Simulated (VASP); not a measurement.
# Mg4H7F (Imm2) in VASP: a series of runs

The runs below take Mg4H7F through single point, relaxation of cell and atoms, with PBEsol.

All numbers are computed with VASP 6.6.1; they aren't measurements. Logs are shortened: lines on timing, memory, paths and dates and some standing lists are left out, and cuts for length are marked.

**1. The cell of the first run**

Symmetry: Imm2, No. 44, orthorhombic system. The conventional cell has a = 6.040 Å, b = 6.341 Å, c = 6.408 Å, α = 90.00°, β = 90.00°, γ = 90.00°. Within 2.5 Å of Mg (site symmetry mm2) lie 5 H at 1.91 to 1.95 Å and 1 F at 1.97 Å. Within 2.6 Å of Mg (site symmetry mm2) lie 6 H at 1.95 to 1.96 Å. Within 2.6 Å of Mg (site symmetry m) lie 5 H at 1.93 to 1.96 Å and 1 F at 1.99 Å. F (site symmetry mm2) has 3 Mg at 1.97 to 1.99 Å and 1 H at 2.52 Å within 2.6 Å. Within 2.6 Å of H (site symmetry mm2) lie 3 Mg at 1.95 to 1.96 Å and 1 H at 2.51 Å. H (site symmetry 1) has 3 Mg at 1.93 to 1.96 Å and 1 H at 2.48 Å within 2.6 Å. H (site symmetry mm2) has 3 Mg at 1.91 to 1.96 Å and 1 F at 2.52 Å within 2.6 Å. H (site symmetry mm2) has 3 Mg at 1.95 Å and 1 H at 2.51 Å within 2.6 Å.

**2. Single point, PBEsol**

File INCAR:

```
SYSTEM = Mg4H7F
ALGO = Normal
EDIFF = 1E-7
ENCUT = 520
GGA = PS
ISIF = 2
ISMEAR = 0
LASPH = .True.
LCHARG = .False.
LREAL = .False.
LWAVE = .False.
NBANDS = 23
NELM = 80
PREC = Accurate
SIGMA = 0.02
```

File KPOINTS:

```
k-points
0
Gamma
  6 6 6
  0 0 0
```

File POSCAR:

```
Mg4H7F
1.0
    0.0235380634      4.5074922796     -3.0198090512
   -0.0235380634     -4.5074922796     -3.0198090512
   -4.5074922796     -0.0235380634      3.0198090512
Mg F H
4 1 7
Direct
    0.5000000000      0.5052126733      0.0052126733
    0.0000000000     -0.0018541202     -0.0018541202
    0.2478193824      0.7450230453      0.4972036629
    0.7521806176      0.2493842805      0.4972036629
    0.5000000000      0.1972936341      0.6972936341
    0.0000000000      0.6944117224      0.6944117224
    0.5541301583      0.7507480323      0.8056102394
    0.0548622071      0.2514800811      0.8056102394
    0.5000000000      0.8035292317      0.3035292317
    0.0000000000      0.3025433061      0.3025433061
    0.9451377929      0.7507480323      0.1966178740
    0.4458698417      0.2514800811      0.1966178740
```

Potentials or basis: VASP PAW PBE potentials, release 64 (Mg, F, H).

The run is started by

```
> cat potpaw_PBE.64/Mg/POTCAR potpaw_PBE.64/F/POTCAR potpaw_PBE.64/H/POTCAR > POTCAR
> mpirun -np 1 vasp_std > vasp.out
```

OUTCAR:

```text
SYSTEM = Mg4H7F
   EDIFF = 1E-7
   ENCUT = 520
   GGA = PS
   ISIF = 2
   ISMEAR = 0
   LASPH = .True.
   LREAL = .False.
   NELM = 80
   PREC = Accurate

 ion  position               nearest neighbor table
   1  0.500  0.505  0.005-   9 1.91   8 1.95  12 1.95  11 1.95   7 1.95   5 1.97   2 3.02   2 3.02
                             3 3.50   4 3.50   4 3.51   3 3.51   3 3.51   4 3.51   4 3.59   3 3.59
   2  0.000  0.998  0.998-   6 1.95  10 1.95  11 1.96   7 1.96   8 1.96  12 1.96   1 3.02   1 3.02
                             4 3.52   3 3.52   3 3.52   4 3.52   3 3.53   4 3.53   4 3.54   3 3.54
   3  0.248  0.745  0.497-   7 1.93  11 1.93  10 1.95   6 1.96   9 1.96   5 1.99   4 2.99   4 3.05
                             1 3.50   1 3.51   1 3.51   2 3.52   2 3.52   2 3.53   2 3.54   1 3.59
   4  0.752  0.249  0.497-  12 1.93   8 1.93  10 1.95   6 1.96   9 1.96   5 1.99   3 2.99   3 3.05
                             1 3.50   1 3.51   1 3.51   2 3.52   2 3.52   2 3.53   2 3.54   1 3.59
   5  0.500  0.197  0.697-   1 1.97   3 1.99   4 1.99
   6  0.000  0.694  0.694-   2 1.95   4 1.96   3 1.96
   7  0.554  0.751  0.806-   3 1.93   1 1.95   2 1.96
   8  0.055  0.251  0.806-   4 1.93   1 1.95   2 1.96
   9  0.500  0.804  0.304-   1 1.91   3 1.96   4 1.96
  10  0.000  0.303  0.303-   4 1.95   3 1.95   2 1.95
  11  0.945  0.751  0.197-   3 1.93   1 1.95   2 1.96
  12  0.446  0.251  0.197-   4 1.93   1 1.95   2 1.96

  LATTYP: Found a body centered orthorhombic cell.
 ALAT       =     6.0396181024
 B/A-ratio  =     1.0499453373
 C/A-ratio  =     1.0609685006

  Lattice vectors:

 A1 = (   0.0235380634,   4.5074922796,   3.0198090512)
 A2 = (   4.5074922796,   0.0235380634,  -3.0198090512)
 A3 = (  -4.5074922796,  -0.0235380634,  -3.0198090512)

Analysis of symmetry for initial positions (statically):
=====================================================================
 Subroutine PRICEL returns:
 Original cell was already a primitive cell.

 Routine SETGRP: Setting up the symmetry group for a
 body centered orthorhombic supercell.

 Subroutine GETGRP returns: Found  4 space group operations
 (whereof  4 operations were pure point group operations)
 out of a pool of  8 trial point group operations.

The static configuration has the point symmetry C_2v.

Analysis of symmetry for dynamics (positions and initial velocities):
=====================================================================
 Subroutine PRICEL returns:
 Original cell was already a primitive cell.

 Routine SETGRP: Setting up the symmetry group for a
 body centered orthorhombic supercell.

 Subroutine GETGRP returns: Found  4 space group operations
 (whereof  4 operations were pure point group operations)
 out of a pool of  8 trial point group operations.

The dynamic configuration has the point symmetry C_2v.

 Subroutine INISYM returns: Found  4 space group operations
 (whereof  4 operations are pure point group operations),
 and found     1 'primitive' translations

----------------------------------------------------------------------------------------

                                     Primitive cell

  volume of cell :     122.7065

  direct lattice vectors                    reciprocal lattice vectors
     0.023538063  4.507492280 -3.019809051    -0.111508721  0.111508721 -0.165573383
    -0.023538063 -4.507492280 -3.019809051    -0.110350177 -0.110350177 -0.165573383
    -4.507492280 -0.023538063  3.019809051    -0.221858898  0.001158544  0.000000000

  length of vectors
     5.425614011  5.425614011  5.425614011     0.228654619  0.227527731  0.221861923

  position of ions in fractional coordinates (direct lattice)
     0.500000000  0.505212673  0.005212673
     0.000000000  0.998145880  0.998145880
     0.247819382  0.745023045  0.497203663
     0.752180618  0.249384281  0.497203663
     0.500000000  0.197293634  0.697293634
     0.000000000  0.694411722  0.694411722
     0.554130158  0.750748032  0.805610239
     0.054862207  0.251480081  0.805610239
     0.500000000  0.803529232  0.303529232
     0.000000000  0.302543306  0.302543306
     0.945137793  0.750748032  0.196617874
     0.445869842  0.251480081  0.196617874

  ion indices of the primitive-cell ions
   primitive index   ion index
                 1           1
                 2           2
                 3           3
                 4           4
                 5           5
                 6           6
                 7           7
                 8           8
                 9           9
                10          10
                11          11
                12          12

----------------------------------------------------------------------------------------

 KPOINTS: k-points

Automatic generation of k-mesh.
 Grid dimensions read from file:
 generate k-points for:    6    6    6

 Generating k-lattice:

  Cartesian coordinates                     Fractional coordinates (reciprocal lattice)
    -0.018584787  0.018584787 -0.027595564     0.166666667  0.000000000 -0.000000000
    -0.018391696 -0.018391696 -0.027595564     0.000000000  0.166666667 -0.000000000
    -0.036976483  0.000193091  0.000000000     0.000000000 -0.000000000  0.166666667

  Length of vectors
     0.038109103  0.037921288  0.036976987

  Shift w.r.t. Gamma in fractional coordinates (k-lattice)
     0.000000000  0.000000000  0.000000000

 Subroutine IBZKPT returns following result:
 ===========================================

 Found     46 irreducible k-points:

 Following reciprocal coordinates:
            Coordinates               Weight
  0.000000  0.000000  0.000000      1.000000
  0.166667 -0.000000 -0.000000      4.000000
  0.333333  0.000000 -0.000000      4.000000
  0.500000 -0.000000  0.000000      2.000000
 -0.000000  0.166667 -0.000000      4.000000
  0.166667  0.166667 -0.000000      8.000000
[... 16 lines left out ...]
 -0.166667  0.166667  0.166667      2.000000
  0.166667  0.333333  0.166667      4.000000
 [... further k-points ...]
   k-points           NKPTS =     46   k-points in BZ     NKDIM =     46   number of bands    NBANDS=     23
   number of dos      NEDOS =    301   number of ions     NIONS =     12
   total plane-waves  NPLWV =  64000
   dimension x,y,z NGX =    40 NGY =   40 NGZ =   40
   dimension x,y,z NGXF=    80 NGYF=   80 NGZF=   80
   ions per type =               4   1   7
   NGX,Y,Z   is equivalent  to a cutoff of  12.26, 12.26, 12.26 a.u.
   NGXF,Y,Z  is equivalent  to a cutoff of  24.51, 24.51, 24.51 a.u.
 SYSTEM =  Mg4H7F
   PREC   = accura    normal or accurate (medium, high low for compatibility)
   ISTART =      0    job   : 0-new  1-cont  2-samecut
   ICHARG =      2    charge: 1-file 2-atom 10-const
   ISPIN  =      1    spin polarized calculation?
   LNONCOLLINEAR =      F non collinear calculations
   LSORBIT =      F    spin-orbit coupling
   LASPH  =      T    aspherical Exc in radial PAW
   ENCUT  =  520.0 eV  38.22 Ry    6.18 a.u.  10.09 10.09 10.09*2*pi/ulx,y,z
   NELM   =     80;   NELMIN=  2; NELMDL= -5     # of ELM steps
   EDIFF  = 0.1E-06   stopping-criterion for ELM
   LREAL  =      F    real-space projection
   EDIFFG = 0.1E-05   stopping-criterion for IOM
   NSW    =      0    number of steps for IOM
   IBRION =     -1    ionic relax: 0-MD 1-quasi-New 2-CG
   NFREE  =      0    steps in history (QN), initial steepest desc. (CG)
   ISIF   =      2    stress and relaxation
   ISYM   =      2    0-nonsym 1-usesym 2-fastsym
   POTIM  = 0.5000    time-step for ionic-motion
   TEBEG  =    0.0;   TEEND  =   0.0 temperature during run
   PSTRESS=    0.0 pullay stress
   NELECT =      22.0000    total number of electrons
   NUPDOWN=      -1.0000    fix difference up-down
   EMIN   =  10.00;   EMAX   =-10.00  energy-range for DOS
   EFERMI =   0.00;   METHOD = LEGACY
   ISMEAR =     0;   SIGMA  =   0.02  broadening in eV -4-tet -1-fermi 0-gaus
   EFERMI_NEDOS =   21; number of points for ismear=-14 and -15
   IALGO  =     38    algorithm
   IMIX   =      4    mixing-type and parameters
     AMIX     =   0.40;   BMIX     =  1.00
     AMIX_MAG =   1.60;   BMIX_MAG =  1.00
  volume/ion in A,a.u.               =      10.23        69.01
  Fermi-wavevector in a.u.,A,eV,Ry     =   0.923124  1.744451 11.594302  0.852157
  Thomas-Fermi vector in A             =   2.048726
   LORBIT       =      0    0 simple, 1 ext, 2 COOP (PROOUT), +10 PAW based schemes
   GGA     = PS    functional components
   LHFCALC =     F    Hartree Fock is set to
   AEXX    =    0.0000 exact exchange contribution
   IVDW    =     0    specifies the selected vdW correction
   LEPSILON=     F    determine dielectric tensor
   LRPA    =     F    only Hartree local field effects (RPA)
 non-spin polarized calculation
 Gauss-broadening in eV      SIGMA  =   0.02
  energy-cutoff  :      520.00
  volume of cell :      122.71
 maximum number of plane-waves:      3327
   NGX = 21   NGY = 21   NGZ = 21

 number of electron      22.0000001 magnetization

 Free energy of the ion-electron system (eV)
  ---------------------------------------------------
  ext. energy  EPLUGINS =         0.00000000
  ---------------------------------------------------
  free energy    TOTEN  =       -39.07102522 eV

  energy without entropy =      -39.07102522  energy(sigma->0) =      -39.07102522

 E-fermi :  -0.1277     XC(G=0):  -8.7998

 val. band max:       -0.3180936155   @ k =   0.5000   0.5000   0.5000
 cond. band min:       3.5082425799   @ k =   0.0000   0.0000   0.0000
 fundamental gap:      3.8263361954
 Fermi energy:        -0.1277002668

 k-point     1 :       0.0000    0.0000    0.0000
  band No.  band energies     occupation
      1     -23.1733      2.00000
      2      -6.3389      2.00000
      3      -5.6781      2.00000
      4      -5.2152      2.00000
      5      -4.4930      2.00000
      6      -2.1937      2.00000
[... 15 lines left out ...]
     22      11.4446      0.00000
     23      11.5902      0.00000

 k-point     2 :       0.1667   -0.0000   -0.0000
  band No.  band energies     occupation
      1     -23.1729      2.00000
      2      -6.2363      2.00000
      3      -5.7114      2.00000
      4      -5.1712      2.00000
      5      -4.4809      2.00000
      6      -2.4357      2.00000
[... 15 lines left out ...]
     22      11.2881      0.00000
     23      11.9210      0.00000

 k-point     3 :       0.3333    0.0000   -0.0000
  band No.  band energies     occupation
      1     -23.1721      2.00000
      2      -6.0032      2.00000
      3      -5.7748      2.00000
      4      -5.0230      2.00000
      5      -4.4450      2.00000
      6      -3.2668      2.00000
[... 15 lines left out ...]
     22      10.4476      0.00000
     23      11.1229      0.00000
[... 495 lines left out ...]
 k-point    23 :      -0.1667    0.1667    0.1667
  band No.  band energies     occupation
      1     -23.1724      2.00000
      2      -6.3604      2.00000
      3      -5.2795      2.00000
      4      -5.2793      2.00000
      5      -4.5839      2.00000
      6      -2.5479      2.00000
[... 15 lines left out ...]
     22      11.4968      0.00000
     23      11.6619      0.00000

 k-point    24 :       0.1667    0.3333    0.1667
  band No.  band energies     occupation
      1     -23.1717      2.00000
      2      -6.0709      2.00000
      3      -5.5619      2.00000
      4      -5.0104      2.00000
      5      -3.9288      2.00000
      6      -3.7420      2.00000
[... 15 lines left out ...]
     22       9.5988      0.00000
     23      10.1854      0.00000

 [... further k-points ...]

------------------------ aborting loop because EDIFF is reached ----------------------------------------

  FORCE on cell =-STRESS in cart. coord.  units (eV):
  Direction    XX          YY          ZZ          XY          YZ          ZX
  --------------------------------------------------------------------------------------
  -------------------------------------------------------------------------------------
  Total       -0.2329982     -0.2329982     -0.2599154     -0.0244325     -0.0000000      0.0000000
  in kB       -3.0422538     -3.0422538     -3.3937120     -0.3190147     -0.0000000      0.0000000
  external PRESSURE =      -3.1594065 kB  Pullay stress =       0.0000000 kB

 VOLUME and BASIS-vectors are now :
 -----------------------------------------------------------------------------
  energy-cutoff  :      520.00
  volume of cell :      122.71
      direct lattice vectors                 reciprocal lattice vectors
     0.023538063  4.507492280 -3.019809051    -0.111508721  0.111508721 -0.165573383
    -0.023538063 -4.507492280 -3.019809051    -0.110350177 -0.110350177 -0.165573383
    -4.507492280 -0.023538063  3.019809051    -0.221858898  0.001158544  0.000000000

 POSITION                                       TOTAL-FORCE (eV/Angst)
 -----------------------------------------------------------------------------------
     -0.02362     -0.02362     -3.01981         0.013460      0.013460      0.000000
     -4.52263     -4.52263      0.00000         0.000066      0.000066     -0.000000
     -2.25284     -2.25284     -1.49673        -0.005192     -0.005192     -0.009513
     -2.22931      2.25465     -1.52307        -0.005192     -0.005192      0.009513
     -3.13592      1.34803      0.00000         0.000168      0.000168      0.000000
     -3.14640     -3.14640      0.00000        -0.000178     -0.000178      0.000000
     -3.63591     -0.90522     -1.50769        -0.000934     -0.000392     -0.000465
     -3.63591     -0.90522      1.50769        -0.000934     -0.000392      0.000465
     -1.37530     -1.37530     -3.01981        -0.000424     -0.000424      0.000000
     -1.37083     -1.37083      0.00000        -0.000056     -0.000056      0.000000
     -0.88168      0.87158     -4.52750        -0.000392     -0.000934     -0.000465
     -0.88168      0.87158     -1.51212        -0.000392     -0.000934      0.000465
 -----------------------------------------------------------------------------------
    total drift:                                0.000508      0.000508      0.000003

  FREE ENERGIE OF THE ION-ELECTRON SYSTEM (eV)
  ---------------------------------------------------
  free  energy   TOTEN  =       -39.0710252204 eV

  energy  without entropy=      -39.0710252204  energy(sigma->0) =      -39.07102522
```

It took 2.6 min on 1 thread of Intel Xeon Platinum 8488C (Sapphire Rapids), shared host; peak memory 0.31 GiB.

What came out:

| Quantity | Value |
| --- | --- |
| Free energy | -39.0710 eV |
| Pressure | -0.3 GPa |
| Largest force | 0.019 eV/Å |
| Band gap on the k mesh | 3.83 eV (least direct gap 4.02 eV) |

Forces in eV/Å, atoms in the order of the input:
```
Mg   0.013  0.013  0.000
Mg   0.000  0.000  0.000
Mg  -0.005 -0.005 -0.010
Mg  -0.005 -0.005  0.010
F    0.000  0.000  0.000
H    0.000  0.000  0.000
H   -0.001  0.000  0.000
H   -0.001  0.000  0.000
H    0.000  0.000  0.000
H    0.000  0.000  0.000
H    0.000 -0.001  0.000
H    0.000 -0.001  0.000
```

Levels at points of the mesh, in eV from the valence-band top:
| k point | band 7 | band 8 | band 9 | band 10 | band 11 | band 12 | band 13 | band 14 | band 15 | band 16 |
| --- | --- | --- | --- | --- | --- | --- | --- | --- | --- | --- |
| (0.00, 0.00, 0.00) | -1.58 | -1.38 | -1.17 | -0.89 | -0.26 | 3.83 | 4.07 | 4.17 | 5.51 | 5.69 |
| (0.50, 0.00, 0.00) | -2.29 | -1.58 | -1.35 | -0.58 | -0.10 | 5.16 | 5.43 | 5.91 | 6.41 | 7.68 |
| (0.00, 0.50, 0.00) | -1.99 | -1.51 | -1.20 | -0.98 | -0.24 | 5.07 | 5.58 | 5.91 | 6.62 | 7.74 |
| (0.50, 0.50, 0.00) | -2.13 | -1.60 | -0.76 | -0.72 | -0.37 | 4.52 | 5.32 | 5.59 | 5.77 | 7.64 |
| (0.50, 0.50, 0.50) | -2.57 | -2.38 | -1.89 | -1.09 | 0.00 | 5.56 | 6.32 | 6.62 | 7.17 | 7.82 |

Caveat: the PAW data sets were made with another functional, which shifts forces and pressure a little. A k mesh can miss the band edges.

(Part 1 of 2 ends here.)
